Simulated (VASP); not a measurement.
# TiH7C16 in VASP: a series of runs

TiH7C16 is run at these levels: PBE; tasks: single point.

All numbers are computed with VASP 6.6.1; they aren't measurements. Logs are shortened: lines on timing, memory, paths and dates and some standing lists are left out, and cuts for length are marked.

### Step 1. The cell of the first run

The cell holds a slab with vacuum, 24 atoms: a = 5.049 Å, b = 5.049 Å, c = 16.776 Å, α = 90.00°, β = 90.00°, γ = 60.00°.

### Step 2. Single point, PBE, collinear spin

INCAR

```
SYSTEM = TiH7C16
PREC     = Accurate       ! precision mode
ENCUT    = 520            ! plane-wave cutoff, eV
EDIFF    = 1E-7           ! SCF threshold, eV
ISMEAR   = 0              ! smearing method
SIGMA    = 0.02           ! smearing width, eV
LREAL    = Auto         
LASPH    = .True.         ! aspherical terms in the spheres
NELM     = 150            ! most SCF steps
ALGO     = Normal         ! electronic algorithm
ISIF     = 2              ! what is computed and relaxed
LWAVE    = .False.        ! write WAVECAR
LCHARG   = .False.        ! write CHGCAR
ISPIN    = 2              ! spin polarisation
MAGMOM   = 0 0 0 0 0 0 0 0 0 0 0 0 0 0 0 0 0 0 0 0 0 0 0 1 ! initial moments
LORBIT   = 11             ! projections on sites
LMAXMIX  = 4              ! l up to which the mixer works
GGA      = PE             ! functional
NBANDS   = 64             ! bands
```

KPOINTS

```
Automatic mesh
0
Gamma
  3 3 1
  0 0 0
```

POSCAR

```
TiH7C16
1.0
    5.0487420000      0.0000000000      0.0000000000
    2.5243710000      4.3723390000      0.0000000000
    0.0000000000      0.0000000000     16.7764260000
H C Ti
7 16 1
Direct
    0.1666667000      0.1666667000      0.0596075000
    0.6666667000      0.1666667000      0.0596075000
    0.1666667000      0.6666667000      0.0596075000
    0.6666667000      0.6666667000      0.0596075000
    0.4989841712      0.0014746740      0.3439295009
    0.0014632858      0.4995931716      0.3439271741
    0.4995428674      0.4989833778      0.3439294174
    0.1666667000      0.1666667000      0.1251757000
    0.6666667000      0.1666667000      0.1251757000
    0.1666667000      0.6666667000      0.1251757000
    0.6666667000      0.6666667000      0.1251757000
   -0.1666667000      0.3333333000      0.1558905000
    0.3333333000      0.3333333000      0.1558905000
   -0.1666667000      0.8333333000      0.1558905000
    0.3333333000      0.8333333000      0.1558905000
   -0.1655302268      0.3315072687      0.2488272380
    0.3333392666      0.3333271286      0.2484145667
   -0.1659672937      0.8344613997      0.2488332631
    0.3315193797      0.8340200537      0.2488349582
    0.0000121399     -0.0000094457      0.2792576781
    0.4997451430     -0.0001970731      0.2770013652
   -0.0001789248      0.5004441376      0.2769996855
    0.5004580576      0.4997295588      0.2770012793
   -0.0000045930      1.0001678529      0.4101882358
```

Potentials or basis: VASP PAW PBE potentials, release 64 (H, C, Ti_sv).

The run is started by

```sh
$ cat potpaw_PBE.64/H/POTCAR potpaw_PBE.64/C/POTCAR potpaw_PBE.64/Ti_sv/POTCAR > POTCAR
$ mpirun -np 1 vasp_std > vasp.out
```

OUTCAR:

```text
SYSTEM = TiH7C16
   PREC = Accurate
   ENCUT = 520
   EDIFF = 1E-7
   ISMEAR = 0
   LREAL = Auto
   LASPH = .True.
   NELM = 150
   ISIF = 2
   ISPIN = 2
   LORBIT = 11
   GGA = PE

 ion  position               nearest neighbor table
   1  0.167  0.167  0.060-   8 1.10
   2  0.667  0.167  0.060-   9 1.10
   3  0.167  0.667  0.060-  10 1.10
   4  0.667  0.667  0.060-  11 1.10
   5  0.499  0.001  0.344-  21 1.12
   6  0.001  0.500  0.344-  22 1.12
   7  0.500  0.499  0.344-  23 1.12
   8  0.167  0.167  0.125-   1 1.10  13 1.55  12 1.55  15 1.55
   9  0.667  0.167  0.125-   2 1.10  12 1.55  13 1.55  14 1.55
  10  0.167  0.667  0.125-   3 1.10  15 1.55  14 1.55  13 1.55
  11  0.667  0.667  0.125-   4 1.10  14 1.55  15 1.55  12 1.55
  12  0.833  0.333  0.156-   9 1.55   8 1.55  11 1.55  16 1.56
  13  0.333  0.333  0.156-   8 1.55   9 1.55  10 1.55  17 1.55
[... 8 lines left out ...]
  22  1.000  0.500  0.277-   6 1.12  18 1.53  17 1.54  16 1.54
  23  0.500  0.500  0.277-   7 1.12  16 1.54  17 1.54  19 1.54
  24  1.000  0.000  0.410-  20 2.20

  LATTYP: Found a hexagonal cell.
 ALAT       =     5.0487421480
 C/A-ratio  =     3.3228922192

  Lattice vectors:

 A1 = (  -2.5243710000,  -4.3723390000,   0.0000000000)
 A2 = (   5.0487420000,   0.0000000000,   0.0000000000)
 A3 = (   0.0000000000,   0.0000000000,  16.7764260000)

Analysis of symmetry for initial positions (statically):
=====================================================================
 Subroutine PRICEL returns:
 Original cell was already a primitive cell.

 Routine SETGRP: Setting up the symmetry group for a
 hexagonal supercell.

 Subroutine GETGRP returns: Found  1 space group operations
 (whereof  1 operations were pure point group operations)
 out of a pool of 24 trial point group operations.

The static configuration has the point symmetry C_1 .

Analysis of symmetry for dynamics (positions and initial velocities):
=====================================================================
 Subroutine PRICEL returns:
 Original cell was already a primitive cell.

 Routine SETGRP: Setting up the symmetry group for a
 hexagonal supercell.

 Subroutine GETGRP returns: Found  1 space group operations
 (whereof  1 operations were pure point group operations)
 out of a pool of 24 trial point group operations.

The dynamic configuration has the point symmetry C_1 .

Analysis of structural, dynamic, and magnetic symmetry:
=====================================================================
 Subroutine PRICEL returns:
 Original cell was already a primitive cell.

 Routine SETGRP: Setting up the symmetry group for a
 hexagonal supercell.

 Subroutine GETGRP returns: Found  1 space group operations
 (whereof  1 operations were pure point group operations)
 out of a pool of 24 trial point group operations.

The overall configuration has the point symmetry C_1 .

 Subroutine INISYM returns: Found  1 space group operations
 (whereof  1 operations are pure point group operations),
 and found     1 'primitive' translations

----------------------------------------------------------------------------------------

                                     Primitive cell

  volume of cell :     370.3364

  direct lattice vectors                    reciprocal lattice vectors
     5.048742000  0.000000000  0.000000000     0.198069143 -0.114355268  0.000000000
     2.524371000  4.372339000  0.000000000     0.000000000  0.228710537  0.000000000
     0.000000000  0.000000000 16.776426000     0.000000000  0.000000000  0.059607452

  length of vectors
     5.048742000  5.048742148 16.776426000     0.228710544  0.228710537  0.059607452

  position of ions in fractional coordinates (direct lattice)
     0.166666700  0.166666700  0.059607500
     0.666666700  0.166666700  0.059607500
     0.166666700  0.666666700  0.059607500
     0.666666700  0.666666700  0.059607500
     0.498984171  0.001474674  0.343929501
     0.001463286  0.499593172  0.343927174
[... 16 lines left out ...]
     0.500458058  0.499729559  0.277001279
     0.999995407  0.000167853  0.410188236

  ion indices of the primitive-cell ions
   primitive index   ion index
                 1           1
                 2           2
[... 58 lines left out ...]
   total plane-waves  NPLWV = 201600
   dimension x,y,z NGX =    40 NGY =   40 NGZ =  126
   dimension x,y,z NGXF=    80 NGYF=   80 NGZF=  252
   ions per type =               7  16   1
   NGX,Y,Z   is equivalent  to a cutoff of  13.17, 13.17, 12.49 a.u.
   NGXF,Y,Z  is equivalent  to a cutoff of  26.34, 26.34, 24.97 a.u.
 SYSTEM =  TiH7C16
   PREC   = accura    normal or accurate (medium, high low for compatibility)
   ISTART =      0    job   : 0-new  1-cont  2-samecut
   ICHARG =      2    charge: 1-file 2-atom 10-const
   ISPIN  =      2    spin polarized calculation?
   LNONCOLLINEAR =      F non collinear calculations
   LSORBIT =      F    spin-orbit coupling
   LASPH  =      T    aspherical Exc in radial PAW
   ENCUT  =  520.0 eV  38.22 Ry    6.18 a.u.   9.39  9.39 31.19*2*pi/ulx,y,z
   NELM   =    150;   NELMIN=  2; NELMDL= -5     # of ELM steps
   EDIFF  = 0.1E-06   stopping-criterion for ELM
   LREAL  =      T    real-space projection
   EDIFFG = 0.1E-05   stopping-criterion for IOM
   NSW    =      0    number of steps for IOM
   IBRION =     -1    ionic relax: 0-MD 1-quasi-New 2-CG
   NFREE  =      0    steps in history (QN), initial steepest desc. (CG)
   ISIF   =      2    stress and relaxation
   ISYM   =      2    0-nonsym 1-usesym 2-fastsym
   POTIM  = 0.5000    time-step for ionic-motion
   TEBEG  =    0.0;   TEEND  =   0.0 temperature during run
   PSTRESS=    0.0 pullay stress
   NELECT =      83.0000    total number of electrons
   NUPDOWN=      -1.0000    fix difference up-down
   EMIN   =  10.00;   EMAX   =-10.00  energy-range for DOS
   EFERMI =   0.00;   METHOD = LEGACY
   ISMEAR =     0;   SIGMA  =   0.02  broadening in eV -4-tet -1-fermi 0-gaus
   EFERMI_NEDOS =   21; number of points for ismear=-14 and -15
   IALGO  =     38    algorithm
   IMIX   =      4    mixing-type and parameters
     AMIX     =   0.40;   BMIX     =  1.00
     AMIX_MAG =   1.60;   BMIX_MAG =  1.00
  volume/ion in A,a.u.               =      15.43       104.13
  Fermi-wavevector in a.u.,A,eV,Ry     =   0.994417  1.879176 13.454338  0.988866
  Thomas-Fermi vector in A             =   2.126367
   LORBIT       =     11    0 simple, 1 ext, 2 COOP (PROOUT), +10 PAW based schemes
   GGA     = PE    functional components
   LHFCALC =     F    Hartree Fock is set to
   AEXX    =    0.0000 exact exchange contribution
   IVDW    =     0    specifies the selected vdW correction
   LEPSILON=     F    determine dielectric tensor
   LRPA    =     F    only Hartree local field effects (RPA)
 spin polarized calculation
 Gauss-broadening in eV      SIGMA  =   0.02
  energy-cutoff  :      520.00
  volume of cell :      370.34
 maximum number of plane-waves:      9984
 NGX is ok and might be reduce to    40
   NGX = 19   NGY = 19   NGZ = 63

 number of electron      83.0000002 magnetization       2.9985277

 Free energy of the ion-electron system (eV)
  ---------------------------------------------------
  ext. energy  EPLUGINS =         0.00000000
  ---------------------------------------------------
  free energy    TOTEN  =      -174.54653144 eV

  energy without entropy =     -174.54647138  energy(sigma->0) =     -174.54650141

 E-fermi :   1.1221     XC(G=0):  -5.6427

 val. band max:        1.0835181460   @ k =  -0.3333   0.3333   0.0000
 cond. band min:       1.1571737463   @ k =   0.0000   0.0000   0.0000
 fundamental gap:      0.0736556003
 Fermi energy:         1.1220694437

 spin component 1

 k-point     1 :       0.0000    0.0000    0.0000
  band No.  band energies     occupation
      1     -56.4249      1.00000
      2     -32.7663      1.00000
      3     -32.7479      1.00000
      4     -32.7478      1.00000
      5     -19.5659      1.00000
      6     -16.9354      1.00000
[... 269 lines left out ...]
     52       6.0219      0.00000
     53       6.0539      0.00000
 Fermi energy:         1.1220694437

 spin component 2

 k-point     1 :       0.0000    0.0000    0.0000
  band No.  band energies     occupation
      1     -54.6890      1.00000
      2     -31.2698      1.00000
      3     -30.8839      1.00000
      4     -30.8837      1.00000
      5     -19.5595      1.00000
      6     -16.9270      1.00000
[... 269 lines left out ...]
     52       6.5612      0.00000
     53       6.5874      0.00000
 [bands above 53 left out]

------------------------ aborting loop because EDIFF is reached ----------------------------------------

  FORCE on cell =-STRESS in cart. coord.  units (eV):
  Direction    XX          YY          ZZ          XY          YZ          ZX
  --------------------------------------------------------------------------------------
  -------------------------------------------------------------------------------------
  Total        1.5704525      1.5698049     -0.6820180     -0.0000607     -0.0001447     -0.0016184
  in kB        6.7942096      6.7914080     -2.9505976     -0.0002628     -0.0006261     -0.0070017
  external PRESSURE =       3.5450067 kB  Pullay stress =       0.0000000 kB

 VOLUME and BASIS-vectors are now :
 -----------------------------------------------------------------------------
  energy-cutoff  :      520.00
  volume of cell :      370.34
      direct lattice vectors                 reciprocal lattice vectors
     5.048742000  0.000000000  0.000000000     0.198069143 -0.114355268  0.000000000
     2.524371000  4.372339000  0.000000000     0.000000000  0.228710537  0.000000000
     0.000000000  0.000000000 16.776426000     0.000000000  0.000000000  0.059607452

 POSITION                                       TOTAL-FORCE (eV/Angst)
 -----------------------------------------------------------------------------------
      1.26219      0.72872      1.00000         0.006925      0.003001     -0.204133
      3.78656      0.72872      1.00000        -0.005803      0.004684     -0.204140
      2.52437      2.91489      1.00000        -0.000873     -0.007185     -0.204151
      5.04874      2.91489      1.00000         0.000096      0.000173     -0.233165
      2.52296      0.00645      5.76991        -0.000020     -0.002934      0.041723
      1.26855      2.18439      5.76987        -0.002695      0.000885      0.041957
[... 16 lines left out ...]
      3.78819      2.18499      4.64709        -0.034176      0.027479     -0.012833
      5.04914      0.00073      6.88149        -0.002138     -0.003747      0.083572
 -----------------------------------------------------------------------------------
    total drift:                               -0.001683     -0.004340      0.002967

  FREE ENERGIE OF THE ION-ELECTRON SYSTEM (eV)
  ---------------------------------------------------
  free  energy   TOTEN  =      -174.5465314380 eV

  energy  without entropy=     -174.5464713788  energy(sigma->0) =     -174.54650141

 total charge

# of ion       s       p       d       tot
------------------------------------------
    1        0.651   0.043   0.000   0.695
    2        0.651   0.043   0.000   0.695
    3        0.651   0.043   0.000   0.695
    4        0.651   0.043   0.000   0.695
    5        0.635   0.041   0.000   0.676
    6        0.635   0.041   0.000   0.676
[... 16 lines left out ...]
   23        0.840   1.751   0.000   2.591
   24        2.206   5.965   2.038  10.209
--------------------------------------------------
tot         20.032  34.116   2.038  56.187

 magnetization (x)

# of ion       s       p       d       tot
------------------------------------------
    1        0.001  -0.000   0.000   0.001
    2        0.001  -0.000   0.000   0.001
    3        0.001  -0.000   0.000   0.001
    4        0.001  -0.000   0.000   0.001
    5        0.000   0.003   0.000   0.003
    6        0.000   0.003   0.000   0.003
[... 16 lines left out ...]
   23        0.003   0.016   0.000   0.019
   24        0.099   0.011   1.776   1.885
--------------------------------------------------
tot          0.108   0.054   1.776   1.938
```

Wall time 19 min (1 thread of Intel Xeon 6975P-C (Granite Rapids), shared host); peak memory 0.71 GiB.

Results:

* Free energy: -174.5465 eV
* Largest force: 1.131 eV/Å
* Band gap on the k mesh: 0.07 eV (least direct gap 0.19 eV)
* Net moment: 3.00 μB per cell
* Site moments: H +0.00; C +0.00, -0.00, -0.03, +0.02 (each value once); Ti +1.89 μB
* Valence electrons inside the program's atomic spheres: H 0.69, 0.68 (each value once); C 2.59, 2.56, 2.57, 2.54 (each value once); Ti 10.21

Forces in eV/Å, atoms in the order of the input:
```
H    0.007  0.003 -0.204
H   -0.006  0.005 -0.204
H   -0.001 -0.007 -0.204
H    0.000  0.000 -0.233
H    0.000 -0.003  0.042
H   -0.003  0.001  0.042
H    0.003  0.001  0.042
C   -0.027 -0.015  1.130
C    0.027 -0.016  1.130
C    0.000  0.032  1.130
C    0.000  0.000  1.124
C    0.009 -0.029 -0.955
C    0.000  0.000 -1.001
C    0.021  0.023 -0.954
C   -0.030  0.007 -0.953
C   -0.011 -0.008  0.019
C    0.000  0.000 -0.011
C    0.013 -0.006  0.015
C   -0.002  0.014  0.014
C    0.000  0.001 -0.013
C    0.041  0.017 -0.012
C   -0.007 -0.043 -0.013
C   -0.034  0.027 -0.013
Ti  -0.002 -0.004  0.084
```

Caveat: the k points lie up to 0.48 Å⁻¹ apart.

### Step 3. Single point, PBE, collinear spin

Edit INCAR of step 2 so:

```diff
@@ -7,3 +7,3 @@
 LREAL    = Auto         
-LASPH    = .True.         ! aspherical terms in the spheres
+LASPH    = .TRUE.         ! aspherical terms in the spheres
 NELM     = 150            ! most SCF steps
@@ -11,4 +11,4 @@
 ISIF     = 2              ! what is computed and relaxed
-LWAVE    = .False.        ! write WAVECAR
-LCHARG   = .False.        ! write CHGCAR
+LWAVE    = .FALSE.        ! write WAVECAR
+LCHARG   = .TRUE.         ! write CHGCAR
 ISPIN    = 2              ! spin polarisation
@@ -18,2 +18,4 @@
 GGA      = PE             ! functional
+LELF     = .TRUE.         ! ELF
+LVHAR    = .TRUE.       
 NBANDS   = 64             ! bands
```

KPOINTS

```
Automatic mesh
0
G
  3 3 1
  0 0 0
```

POSCAR

```
TiH7C16
1.0
    5.0487420000      0.0000000000      0.0000000000
    2.5243710000      4.3723390000      0.0000000000
    0.0000000000      0.0000000000     16.7764260000
H C Ti
7 16 1
Direct
    0.1666666800      0.1666666700      0.0596074500
    0.6666667300      0.1666666700      0.0596074500
    0.1666666900      0.6666667000      0.0596074500
    0.6666667300      0.6666667000      0.0596074500
    0.4993756359      0.0014447037      0.3439270699
    0.0012614907      0.4991025364      0.3438900026
    0.4996845817      0.4990248923      0.3439102920
    0.1666666800      0.1666666700      0.1251756500
    0.6666667300      0.1666666700      0.1251756500
    0.1666666900      0.6666667000      0.1251756500
    0.6666667300      0.6666667000      0.1251756500
   -0.1666666700      0.3333333500      0.1558904800
    0.3333333700      0.3333333500      0.1558904800
   -0.1666666600      0.8333333700      0.1558904800
    0.3333333800      0.8333333700      0.1558904800
   -0.1657201457      0.3314836126      0.2488562184
    0.3333215385      0.3333727684      0.2483636219
   -0.1657009510      0.8342702431      0.2488529337
    0.3314788471      0.8342377118      0.2488559283
    0.0000173054     -0.0000089299      0.2793309365
    0.5000676939     -0.0001131377      0.2769434643
   -0.0001578999      0.5000912104      0.2769537782
    0.5001122971      0.5000648773      0.2769637504
    1.0005154046     -0.0013309347      0.4109225192
```

Potentials or basis: VASP PAW PBE potentials, release 64 (H, C, Ti_sv).

The run is started by

```sh
$ cat potpaw_PBE.64/H/POTCAR potpaw_PBE.64/C/POTCAR potpaw_PBE.64/Ti_sv/POTCAR > POTCAR
$ mpirun -np 1 vasp_std > vasp.out
```

It took 41 min on 1 thread of Intel Xeon 6975P-C (Granite Rapids), shared host; peak memory 0.71 GiB.

Results (log left out):

```yaml
Free_energy: -174.5468 eV
Largest_force: 1.132 eV/Å
Band_gap_on_the_k_mesh: 0.08 eV (least direct gap 0.19 eV)
Net_moment: 3.00 μB per cell
Site_moments: H +0.00; C +0.00, -0.00, -0.03, +0.02 (each value once); Ti +1.89 μB
Valence_electrons_inside_the_program's_atomic_spheres: H 0.69, 0.68 (each value once); C 2.59, 2.56, 2.58, 2.54 (each value once); Ti 10.20
```

Forces in eV/Å, atoms in the order of the input:
```
H    0.007  0.003 -0.203
H   -0.007  0.004 -0.203
H    0.000 -0.008 -0.203
H    0.000  0.000 -0.231
H   -0.002  0.001  0.020
H    0.006  0.002  0.039
H   -0.006  0.003  0.034
C   -0.029 -0.017  1.131
C    0.029 -0.017  1.130
C    0.000  0.033  1.128
C    0.000  0.000  1.132
C    0.000 -0.039 -0.948
C    0.001  0.002 -1.016
C    0.035  0.019 -0.950
C   -0.033  0.017 -0.949
C   -0.003 -0.013  0.004
C    0.001 -0.005  0.012
C   -0.001  0.005  0.008
C   -0.001  0.009  0.012
C    0.001  0.001  0.029
C    0.001  0.000  0.033
C    0.002 -0.004  0.013
C   -0.002 -0.004  0.013
Ti   0.003  0.008 -0.037
```

Levels at points of the mesh, in eV from the valence-band top:
Spin up:
| k point | band 40 | band 41 | band 42 | band 43 | band 44 | band 45 | band 46 | band 47 |
| --- | --- | --- | --- | --- | --- | --- | --- | --- |
| (0.00, 0.00, 0.00) | -0.95 | -0.94 | -0.12 | -0.11 | 0.70 | 0.70 | 0.97 | 2.12 |
Spin down:
```
           k point  band 38  band 39  band 40  band 41  band 42  band 43
(0.00, 0.00, 0.00)    -1.77    -0.94    -0.93     0.08     1.68     1.68
```

Caveat: the k points lie up to 0.48 Å⁻¹ apart.
